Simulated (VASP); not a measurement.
# Mn (P6_3/mmc) in VASP: further runs

Mn is run at these levels: LDA; tasks: single point.

Program: VASP 6.6.1. These are calculated values, not measurements. Logs are shortened: lines on timing, memory, paths and dates and some standing lists are left out, and cuts for length are marked.

### 1 The cell of the first run

It takes space group P6_3/mmc (No. 194, hexagonal). Conventional cell: a = 2.391 Å, b = 2.391 Å, c = 3.856 Å, α = 90.00°, β = 90.00°, γ = 120.00°. Mn (site symmetry -6m2) has 12 Mn at 2.37 to 2.39 Å within 3.1 Å.

### 2 Single point, LDA, collinear spin, ferromagnetic start (volume scaled by 0.95)

Input file INCAR:

```
  ALGO = Normal
  EDIFF = 1E-6
  ENCUT = 520
  ISIF = 2
  ISMEAR = -1
  ISPIN = 2
  LASPH = True
  LCHARG = False
  LMAXMIX = 4
  LORBIT = 11
  LREAL = False
  LWAVE = False
  MAGMOM = 3 3
  NBANDS = 24
  NELM = 150
  PREC = Accurate
  SIGMA = 0.08
```

Input file KPOINTS:

```
k-points
0
Gamma
  20 20 11
```

Input file POSCAR:

```
Mn
1.0
    2.3906525165      0.0000000000      0.0000000000
   -1.1953262583      2.0703658109      0.0000000000
    0.0000000000      0.0000000000      3.8562345013
Mn
2
Direct
    0.3333333333      0.6666666667      0.2500000000
    0.6666666667      0.3333333333      0.7500000000
```

Potentials or basis: VASP PAW LDA potentials, release 64 (Mn_pv).

The run is started by

```console
cat potpaw_LDA.64/Mn_pv/POTCAR > POTCAR
mpirun -np 1 vasp_std > vasp.out
```

OUTCAR:

```text
EDIFF = 1E-6
   ENCUT = 520
   ISIF = 2
   ISMEAR = -1
   ISPIN = 2
   LASPH = True
   LORBIT = 11
   LREAL = False
   NELM = 150
   PREC = Accurate

 ion  position               nearest neighbor table
   1  0.333  0.667  0.250-   2 2.37   2 2.37   2 2.37   2 2.37   2 2.37   2 2.37
   2  0.667  0.333  0.750-   1 2.37   1 2.37   1 2.37   1 2.37   1 2.37   1 2.37

  LATTYP: Found a hexagonal cell.
 ALAT       =     2.3906525165
 C/A-ratio  =     1.6130468459

  Lattice vectors:

 A1 = (   2.3906525165,   0.0000000000,   0.0000000000)
 A2 = (  -1.1953262583,   2.0703658109,   0.0000000000)
 A3 = (   0.0000000000,   0.0000000000,   3.8562345013)

Analysis of symmetry for initial positions (statically):
=====================================================================
 Subroutine PRICEL returns:
 Original cell was already a primitive cell.

 Routine SETGRP: Setting up the symmetry group for a
 hexagonal supercell.

 Subroutine GETGRP returns: Found 24 space group operations
 (whereof 12 operations were pure point group operations)
 out of a pool of 24 trial point group operations.

The static configuration has the point symmetry D_3d.
 The point group associated with its full space group is D_6h.

Analysis of symmetry for dynamics (positions and initial velocities):
=====================================================================
 Subroutine PRICEL returns:
 Original cell was already a primitive cell.

 Routine SETGRP: Setting up the symmetry group for a
 hexagonal supercell.

 Subroutine GETGRP returns: Found 24 space group operations
 (whereof 12 operations were pure point group operations)
 out of a pool of 24 trial point group operations.

The dynamic configuration has the point symmetry D_3d.
 The point group associated with its full space group is D_6h.

Analysis of structural, dynamic, and magnetic symmetry:
=====================================================================
 Subroutine PRICEL returns:
 Original cell was already a primitive cell.

 Routine SETGRP: Setting up the symmetry group for a
 hexagonal supercell.

 Subroutine GETGRP returns: Found 24 space group operations
 (whereof 12 operations were pure point group operations)
 out of a pool of 24 trial point group operations.

The overall configuration has the point symmetry D_3d.
 The point group associated with its full space group is D_6h.

 Subroutine INISYM returns: Found 24 space group operations
 (whereof 12 operations are pure point group operations),
 and found     1 'primitive' translations

[... 110 lines left out ...]
   EFERMI_NEDOS =   21; number of points for ismear=-14 and -15
   IALGO  =     38    algorithm
   IMIX   =      4    mixing-type and parameters
     AMIX     =   0.40;   BMIX     =  1.00
     AMIX_MAG =   1.60;   BMIX_MAG =  1.00
  volume/ion in A,a.u.               =       9.54        64.40
  Fermi-wavevector in a.u.,A,eV,Ry     =   1.814778  3.429434 44.809712  3.293421
  Thomas-Fermi vector in A             =   2.872537
   LORBIT       =     11    0 simple, 1 ext, 2 COOP (PROOUT), +10 PAW based schemes
   GGA     = CA    functional components
   LHFCALC =     F    Hartree Fock is set to
   AEXX    =    0.0000 exact exchange contribution
   IVDW    =     0    specifies the selected vdW correction
   LEPSILON=     F    determine dielectric tensor
   LRPA    =     F    only Hartree local field effects (RPA)
 spin polarized calculation
  energy-cutoff  :      520.00
  volume of cell :       19.09
 maximum number of plane-waves:       543
 NGX is ok and might be reduce to    18
   NGX =  9   NGY =  9   NGZ = 15

 number of electron      25.9999980 magnetization       0.2686126

 number of electron      25.9999980 magnetization      -0.0000767

 Free energy of the ion-electron system (eV)
  ---------------------------------------------------
  ext. energy  EPLUGINS =         0.00000000
  ---------------------------------------------------
  free energy    TOTEN  =       -20.26875358 eV

  energy without entropy =      -20.21911538  energy(sigma->0) =      -20.24393448

 E-fermi :  11.9522     XC(G=0): -15.1092

 val. band max:       11.9507560687   @ k =   0.3500   0.2000   0.3636
 cond. band min:      11.9521879417   @ k =   0.1500   0.1500   0.0000
 fundamental gap:      0.0014318729
 Fermi energy:        11.9521763022

 spin component 1

 k-point     1 :       0.0000    0.0000    0.0000
  band No.  band energies     occupation
      1     -36.1549      1.00000
      2     -35.1566      1.00000
      3     -35.1566      1.00000
      4     -35.0008      1.00000
      5     -35.0008      1.00000
      6     -34.9778      1.00000
[... 637 lines left out ...]
     23      35.3034      0.00000
     24      35.8346      0.00000

 [... further k-points ...]

 spin component 2

 k-point     1 :       0.0000    0.0000    0.0000
  band No.  band energies     occupation
      1     -36.1551      1.00000
      2     -35.1568      1.00000
      3     -35.1568      1.00000
      4     -35.0010      1.00000
      5     -35.0010      1.00000
      6     -34.9780      1.00000
[... 637 lines left out ...]
     23      35.3034      0.00000
     24      35.8345      0.00000

 [... further k-points ...]
[... 5 lines left out ...]
  --------------------------------------------------------------------------------------
  -------------------------------------------------------------------------------------
  Total        2.3198045      2.3198045      2.3026383     -0.0000000      0.0000000     -0.0000000
  in kB      194.7309539    194.7309538    193.2899707     -0.0000000      0.0000000     -0.0000000
  external PRESSURE =     194.2506261 kB  Pullay stress =       0.0000000 kB

 VOLUME and BASIS-vectors are now :
 -----------------------------------------------------------------------------
  energy-cutoff  :      520.00
  volume of cell :       19.09
      direct lattice vectors                 reciprocal lattice vectors
     2.390652516  0.000000000  0.000000000     0.418295839  0.241503215  0.000000000
    -1.195326258  2.070365811  0.000000000     0.000000000  0.483006430  0.000000000
     0.000000000  0.000000000  3.856234501     0.000000000  0.000000000  0.259320329

 POSITION                                       TOTAL-FORCE (eV/Angst)
 -----------------------------------------------------------------------------------
     -0.00000      1.38024      0.96406        -0.000000      0.000000      0.000000
      1.19533      0.69012      2.89218         0.000000     -0.000000      0.000000
 -----------------------------------------------------------------------------------
    total drift:                               -0.000000      0.000000     -0.000000

  FREE ENERGIE OF THE ION-ELECTRON SYSTEM (eV)
  ---------------------------------------------------
  free  energy   TOTEN  =       -20.2687535751 eV

  energy  without entropy=      -20.2191153758  energy(sigma->0) =      -20.24393448

 total charge

# of ion       s       p       d       tot
------------------------------------------
    1        0.476   6.478   5.309  12.263
    2        0.476   6.478   5.309  12.263
--------------------------------------------------
tot          0.953  12.956  10.618  24.527

 magnetization (x)

# of ion       s       p       d       tot
------------------------------------------
    1       -0.000  -0.000  -0.000  -0.000
    2       -0.000  -0.000  -0.000  -0.000
--------------------------------------------------
tot         -0.000  -0.000  -0.000  -0.000
```

OSZICAR:

```text
N       E                     dE             d eps       ncg     rms          rms(c)
DAV:   1     0.240613897881E+03    0.24061E+03   -0.14494E+04 26016   0.158E+03
DAV:   2    -0.115313715859E+02   -0.25215E+03   -0.24026E+03 25872   0.402E+02
DAV:   3    -0.211540711243E+02   -0.96227E+01   -0.95788E+01 28256   0.890E+01
DAV:   4    -0.212244153000E+02   -0.70344E-01   -0.70339E-01 28064   0.751E+00
DAV:   5    -0.212253415229E+02   -0.92622E-03   -0.92622E-03 28664   0.886E-01    0.278E+01
DAV:   6    -0.201480458904E+02    0.10773E+01   -0.69136E+00 26992   0.381E+01    0.594E+00
DAV:   7    -0.202728733935E+02   -0.12483E+00   -0.19080E-01 28824   0.467E+00    0.388E+00
DAV:   8    -0.202788723095E+02   -0.59989E-02   -0.52781E-03 28712   0.916E-01    0.972E-01
DAV:   9    -0.202696586243E+02    0.92137E-02   -0.27336E-03 29936   0.652E-01    0.287E-01
DAV:  10    -0.202687713315E+02    0.88729E-03   -0.79117E-04 27000   0.308E-01    0.107E-01
DAV:  11    -0.202687414569E+02    0.29875E-04   -0.10101E-04 27712   0.952E-02    0.257E-02
DAV:  12    -0.202687530151E+02   -0.11558E-04   -0.75655E-06 27664   0.274E-02    0.748E-03
DAV:  13    -0.202687535751E+02   -0.55994E-06   -0.29485E-07 14336   0.600E-03
   1 F= -.20268754E+02 E0= -.20243934E+02  d E =-.496382E-01  mag=    -0.0003
```

Wall time 3.6 min (1 thread of Oxide Virtual Turin-like, shared host); peak memory 0.22 GiB.

Results:

| Item | Value |
| --- | --- |
| Free energy | -20.2688 eV |
| Pressure | 19.4 GPa |
| Band gap on the k mesh | zero (filled and empty bands overlap) |
| Net moment | 0.00 μB per cell |
| Valence electrons inside the program's atomic spheres | Mn 12.26 |

Caveat: the cell differs from its parent crystal (volume scaled by 0.95); the starting moments collapsed, and a magnetic state may lie lower.

### 3 Single point, LDA, collinear spin, ferromagnetic start

This run uses another cell than the first one, of 10.05 Å³/atom, 1.053 times its volume.

Input file INCAR:

```
PREC = Accurate
ENCUT = 520
EDIFF = 1E-6
ISMEAR = -1
SIGMA = 0.08
LREAL = F
LASPH = T
NELM = 150
ALGO = Normal
ISIF = 2
LWAVE = F
LCHARG = F
ISPIN = 2
MAGMOM = 3 3
LORBIT = 11
LMAXMIX = 4
NBANDS = 24
```

Input file KPOINTS:

```
regular mesh
0
Gamma
  20 20 11
```

Input file POSCAR:

```
Mn
1.0
    2.4318787650      0.0000000000      0.0000000000
   -1.2159393825      2.1060687894      0.0000000000
    0.0000000000      0.0000000000      3.9227343714
Mn
2
Direct
    0.3333333333      0.6666666667      0.2500000000
    0.6666666667      0.3333333333      0.7500000000
```

Potentials or basis: VASP PAW LDA potentials, release 64 (Mn_pv).

The run is started by

```console
cat potpaw_LDA.64/Mn_pv/POTCAR > POTCAR
mpirun -np 1 vasp_std > vasp.out
```

It took 4 min on 1 thread of Oxide Virtual Turin-like, shared host; peak memory 0.22 GiB.

The run converged. Its results:

| Item | Value |
| --- | --- |
| Free energy | -20.3296 eV |
| Pressure | 0.2 GPa |
| Band gap on the k mesh | zero (filled and empty bands overlap) |
| Net moment | 0.00 μB per cell |
| Valence electrons inside the program's atomic spheres | Mn 12.14 |

Stress tensor (GPa, compression positive):
```
0.28 0.00 0.00
0.00 0.28 0.00
0.00 0.00 0.11
```

Levels at points of the mesh, in eV from the Fermi level:
Spin up:
```tsv
k point	band 11	band 12	band 13	band 14	band 15	band 16
(0.00, 0.00, 0.00)	-1.05	-0.54	-0.54	0.02	0.02	0.99
(0.50, 0.00, 0.00)	-1.32	-0.99	-0.43	1.99	2.18	2.24
```
Spin down:
```
           k point  band 10  band 11  band 12  band 13  band 14  band 15  band 16  band 17
(0.00, 0.00, 0.00)    -1.07    -1.05    -0.54    -0.54     0.02     0.02     0.99     1.77
(0.50, 0.00, 0.00)    -1.34    -1.32    -0.99    -0.43     1.99     2.18     2.24     3.96
```

Caveat: the starting moments collapsed, and a magnetic state may lie lower.

### 4 Single point, LDA, collinear spin, ferromagnetic start

This run uses another cell than the first one, of 10.05 Å³/atom, 1.053 times its volume.

Input file INCAR:

```
SYSTEM = Mn
  PREC = Accurate
  ENCUT = 520
  EDIFF = 1E-7
  ISMEAR = -1
  SIGMA = 0.08
  LREAL = .FALSE.
  LASPH = .TRUE.
  NELM = 150
  ALGO = Normal
  ISIF = 2
  LWAVE = .FALSE.
  LCHARG = .FALSE.
  ISPIN = 2
  MAGMOM = 3 3
  LORBIT = 11
  LMAXMIX = 4
  NBANDS = 24
```

Input file KPOINTS:

```
Automatic mesh
0
G
  20 20 11
  0 0 0
```

POSCAR is that of step 3.

The run is started by

```console
cat potpaw_LDA.64/Mn_pv/POTCAR > POTCAR
mpirun -np 1 vasp_std > vasp.out
```

Wall time 4.9 min (1 thread of Oxide Virtual Turin-like, shared host); peak memory 0.22 GiB.

It converged, with:

- Free energy: -20.3296 eV
- Pressure: 0.5 GPa
- Band gap on the k mesh: zero (filled and empty bands overlap)
- Net moment: 0.00 μB per cell
- Valence electrons inside the program's atomic spheres: Mn 12.14

Stress tensor (GPa, compression positive):
```
0.51 0.00 0.00
0.00 0.51 0.00
0.00 0.00 0.35
```

Levels at points of the mesh, in eV from the Fermi level:
Spin up:
```tsv
k point	band 9	band 10	band 11	band 12	band 13	band 14	band 15	band 16	band 17	band 18
(0.00, 0.00, 0.00)	-1.07	-1.07	-1.05	-0.54	-0.54	0.02	0.02	0.99	1.77	1.77
(0.50, 0.00, 0.00)	-4.03	-1.34	-1.32	-0.99	-0.43	1.99	2.18	2.24	3.96	6.21
```
Spin down:
```csv
k point,band 11,band 12,band 13,band 14,band 15,band 16
"(0.00, 0.00, 0.00)",-1.05,-0.54,-0.54,0.02,0.02,0.99
"(0.50, 0.00, 0.00)",-1.32,-0.99,-0.43,1.99,2.18,2.24
```

Caveat: the starting moments collapsed, and a magnetic state may lie lower.
